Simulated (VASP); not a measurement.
Input of a VASP 6.6.1 run:

The input INCAR:

```
  ALGO = Normal
  EDIFF = 1E-6
  ENCUT = 520
  GGA = CA
  ISIF = 2
  ISMEAR = -1
  ISPIN = 2
  LASPH = T
  LCHARG = F
  LMAXMIX = 6
  LORBIT = 11
  LREAL = F
  LWAVE = F
  MAGMOM = 7
  NBANDS = 19
  NELM = 150
  PREC = Accurate
  SIGMA = 0.15
```

KPOINTS

```
k-points
0
Gamma
  10 10 10
```

POSCAR

```
Gd
1.0
    0.0000000000      2.4779489007      2.4779489007
    2.4779489007      0.0000000000      2.4779489007
    2.4779489007      2.4779489007      0.0000000000
Gd
1
Direct
    0.0000000000      0.0000000000      0.0000000000
```

Potentials or basis: VASP PAW PBE potentials, release 64 (Gd).

Command:

```bash
$ cat potpaw_PBE.64/Gd/POTCAR > POTCAR
$ mpirun -np 1 vasp_std > vasp.out
```

Predict the net moment.

7.17 μB per cell.

Estimate the site moments.

Gd +6.80 μB.

 The state reached can hang on the start; a lower one may exist.
